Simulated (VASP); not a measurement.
# Li3YSb2 (P-3m1) in VASP: a series of runs, part 2 of 2

VASP 6.6.1. Earlier steps stand in the parts before.

## Step 6: Single point, LDA

This run uses another cell than the first one, of 22.79 Å³/atom.

The input, INCAR:

```
  PREC = Accurate
  ENCUT = 750
  EDIFF = 1E-6
  ISMEAR = 1
  SIGMA = 0.1
  LREAL = F
  LASPH = T
  NELM = 120
  ALGO = Normal
  ISIF = 2
  LWAVE = F
  LCHARG = F
  NBANDS = 24
  GGA_COMPAT = F
```

The input, KPOINTS:

```
regular mesh
0
Gamma
  6 6 4
```

The input, POSCAR:

```
Li3YSb2
1.0
    4.6348431704      0.0000000000      0.0000000000
   -2.3174215852      4.0138916613      0.0000000000
    0.0000000000      0.0000000000      7.3513270309
Li Y Sb
3 1 2
Direct
    0.3333333333      0.6666666667      0.6510110000
    0.6666666667      0.3333333333      0.3489890000
    0.0000000000      0.0000000000      0.5000000000
    0.0000000000      0.0000000000      0.0000000000
    0.3333333333      0.6666666667      0.2492530000
    0.6666666667      0.3333333333      0.7507470000
```

Potentials or basis: VASP PAW LDA potentials, release 64 (Li_sv, Y_sv, Sb).

Launch:

```bash
$ cat potpaw_LDA.64/Li_sv/POTCAR potpaw_LDA.64/Y_sv/POTCAR potpaw_LDA.64/Sb/POTCAR > POTCAR
$ mpirun -np 1 vasp_std > vasp.out
```

OUTCAR:

```text
PREC = Accurate
   ENCUT = 750
   EDIFF = 1E-6
   ISMEAR = 1
   LREAL = F
   LASPH = T
   NELM = 120
   ISIF = 2

 ion  position               nearest neighbor table
   1  0.333  0.667  0.651-   6 2.77   6 2.77   6 2.77   5 2.95
   2  0.667  0.333  0.349-   5 2.77   5 2.77   5 2.77   6 2.95
   3  0.000  0.000  0.500-
   4  0.000  0.000  0.000-   5 3.24   6 3.24   6 3.24   5 3.24   6 3.24   5 3.24
   5  0.333  0.667  0.249-   2 2.77   2 2.77   2 2.77   1 2.95   4 3.24   4 3.24   4 3.24
   6  0.667  0.333  0.751-   1 2.77   1 2.77   1 2.77   2 2.95   4 3.24   4 3.24   4 3.24

  LATTYP: Found a hexagonal cell.
 ALAT       =     4.6348431704
 C/A-ratio  =     1.5861004916

  Lattice vectors:

 A1 = (   4.6348431704,   0.0000000000,   0.0000000000)
 A2 = (  -2.3174215852,   4.0138916613,   0.0000000000)
 A3 = (   0.0000000000,   0.0000000000,   7.3513270309)

Analysis of symmetry for initial positions (statically):
=====================================================================
 Subroutine PRICEL returns:
 Original cell was already a primitive cell.

[... 180 lines left out ...]
 cond. band min:       4.3763062069   @ k =   0.5000   0.0000   0.5000
 fundamental gap:      0.2025200875
 Fermi energy:         4.3565544830

 k-point     1 :       0.0000    0.0000    0.0000
  band No.  band energies     occupation
      1     -41.7644      2.00000
      2     -41.0414      2.00000
      3     -41.0391      2.00000
      4     -39.0537      2.00000
      5     -19.1364      2.00000
      6     -19.1058      2.00000
[... 637 lines left out ...]
     23       8.1669      0.00000
     24       8.9173      0.00000

------------------------ aborting loop because EDIFF is reached ----------------------------------------

  FORCE on cell =-STRESS in cart. coord.  units (eV):
  Direction    XX          YY          ZZ          XY          YZ          ZX
  --------------------------------------------------------------------------------------
  -------------------------------------------------------------------------------------
  Total       -4.6960499     -4.6960493     -4.7543727      0.0000000      0.0000000      0.0000000
  in kB      -55.0144596    -55.0144523    -55.6977143      0.0000000      0.0000000      0.0000000
  external PRESSURE =     -55.2422087 kB  Pullay stress =       0.0000000 kB

 VOLUME and BASIS-vectors are now :
 -----------------------------------------------------------------------------
  energy-cutoff  :      750.00
  volume of cell :      136.76
      direct lattice vectors                 reciprocal lattice vectors
     4.634843170  0.000000000  0.000000000     0.215757031  0.124567388  0.000000000
    -2.317421585  4.013891661  0.000000000     0.000000000  0.249134776  0.000000000
     0.000000000  0.000000000  7.351327031     0.000000000  0.000000000  0.136029862

 POSITION                                       TOTAL-FORCE (eV/Angst)
 -----------------------------------------------------------------------------------
     -0.00000      2.67593      4.78579        -0.000000      0.000000      0.019715
      2.31742      1.33796      2.56553         0.000000      0.000000     -0.019715
      0.00000      0.00000      3.67566         0.000000      0.000000      0.000000
      0.00000      0.00000      0.00000         0.000000      0.000000      0.000000
     -0.00000      2.67593      1.83234        -0.000000     -0.000000     -0.219706
      2.31742      1.33796      5.51899        -0.000000      0.000000      0.219706
 -----------------------------------------------------------------------------------
    total drift:                                0.000000      0.000000      0.000000

  FREE ENERGIE OF THE ION-ELECTRON SYSTEM (eV)
  ---------------------------------------------------
  free  energy   TOTEN  =       -27.7733322137 eV

  energy  without entropy=      -27.7730539953  energy(sigma->0) =      -27.77323947
```

OSZICAR:

```text
N       E                     dE             d eps       ncg     rms          rms(c)
DAV:   1     0.184809444973E+03    0.18481E+03   -0.15154E+04  1152   0.151E+03
DAV:   2    -0.766929989380E+01   -0.19248E+03   -0.18395E+03  1384   0.334E+02
DAV:   3    -0.269726272099E+02   -0.19303E+02   -0.19095E+02  1904   0.654E+01
DAV:   4    -0.295508052813E+02   -0.25782E+01   -0.25504E+01  1888   0.244E+01
DAV:   5    -0.297222326615E+02   -0.17143E+00   -0.17142E+00  1744   0.516E+00    0.177E+01
DAV:   6    -0.279098688584E+02    0.18124E+01   -0.24333E+00  1384   0.657E+00    0.152E+01
DAV:   7    -0.278093688366E+02    0.10050E+00   -0.12658E+00  1720   0.436E+00    0.100E+01
DAV:   8    -0.279538905260E+02   -0.14452E+00   -0.12256E+00  1384   0.463E+00    0.523E+00
DAV:   9    -0.277733760331E+02    0.18051E+00   -0.52006E-01  1352   0.306E+00    0.447E-01
DAV:  10    -0.277731935883E+02    0.18244E-03   -0.30829E-02  1408   0.816E-01    0.872E-01
DAV:  11    -0.277733681584E+02   -0.17457E-03   -0.41334E-03  1696   0.319E-01    0.131E-01
DAV:  12    -0.277733442848E+02    0.23874E-04   -0.40002E-04  1504   0.117E-01    0.811E-02
DAV:  13    -0.277733376356E+02    0.66492E-05   -0.79346E-05  1680   0.421E-02    0.540E-02
DAV:  14    -0.277733339581E+02    0.36776E-05   -0.34689E-05  1456   0.274E-02    0.218E-02
DAV:  15    -0.277733321508E+02    0.18073E-05   -0.43134E-06  1440   0.103E-02    0.870E-03
DAV:  16    -0.277733322137E+02   -0.62912E-07   -0.10582E-06  1120   0.433E-03
   1 F= -.27773332E+02 E0= -.27773239E+02  d E =-.278218E-03
```

stdout:

```text
POSCAR found type information on POSCAR LiY Sb
 POSCAR found :  3 types and       6 ions
 scaLAPACK will be used
 LDA part: xc-table for (Slater(with rela. corr.)+CA(PZ))
 , standard interpolation
 POSCAR, INCAR and KPOINTS ok, starting setup
 FFT: planning ... GRIDC
 FFT: planning ... GRID_SOFT
 FFT: planning ... GRID
 WAVECAR not read
 entering main loop
```

It took 4.1 min on 1 thread of Oxide Virtual Turin-like, shared host; peak memory 0.34 GiB.

Results:

```
Free energy            : -27.7733 eV
Pressure               : -5.5 GPa
Largest force          : 0.220 eV/Å
Band gap on the k mesh : zero (bands 15 and 16 overlap by 0.16 eV)
```

Forces on the atoms (eV/Å):
```
Li   0.000  0.000  0.020
Li   0.000  0.000 -0.020
Li   0.000  0.000  0.000
Y    0.000  0.000  0.000
Sb   0.000  0.000 -0.220
Sb   0.000  0.000  0.220
```

Levels at points of the mesh, in eV from the Fermi level:
| k point | band 13 | band 14 | band 15 | band 16 | band 17 | band 18 |
| --- | --- | --- | --- | --- | --- | --- |
| (0.00, 0.00, 0.00) | -0.18 | -0.18 | 0.18 | 0.96 | 1.08 | 1.08 |
| (0.50, 0.00, 0.00) | -2.10 | -2.01 | -1.66 | 0.32 | 2.15 | 2.20 |
| (0.00, 0.00, 0.50) | -1.51 | -0.59 | -0.59 | 0.89 | 0.89 | 1.01 |
| (0.50, 0.00, 0.50) | -2.14 | -1.20 | -0.92 | 0.02 | 1.72 | 2.02 |

Caveat: the cell stands under tension; semilocal functionals underestimate gaps, and a narrow one can read as zero; spin-orbit coupling is left out, which moves the levels of the heavy elements.

## Step 7: Overview

```csv
cell,gap on the mesh (eV),pressure (GPa),largest force (eV/Å)
"a = 4.455, b = 4.455, c = 7.066 Å, angles 90.0, 90.0, 120.0°, 6 atoms",none,-1.0,0.02
"a = 4.501, b = 4.501, c = 7.139 Å, angles 90.0, 90.0, 120.0°, 6 atoms",none,-2.4,0.08
"a = 4.547, b = 4.547, c = 7.211 Å, angles 90.0, 90.0, 120.0°, 6 atoms",none,-3.6,0.13
"a = 4.591, b = 4.591, c = 7.282 Å, angles 90.0, 90.0, 120.0°, 6 atoms",none,-4.6,0.18
"a = 4.635, b = 4.635, c = 7.351 Å, angles 90.0, 90.0, 120.0°, 6 atoms",none,-5.5,0.22
```

Alike in all rows: task single point; level LDA; potentials or basis VASP PAW LDA potentials, release 64 (Li_sv, Y_sv, Sb); no spin polarisation; k mesh 6 × 6 × 4; cutoff (eV) 750; smearing methfessel-paxton 0.1 eV.

Caveats: semilocal functionals underestimate gaps, and a narrow one can read as zero; spin-orbit coupling is left out, which moves the levels of the heavy elements; the cell stands under tension (at least some runs).

Total energies depend on the potentials used, so only differences within one code and one set of settings carry meaning.

The gap in the log of VASP goes by the Fermi energy; the results here count the filled bands.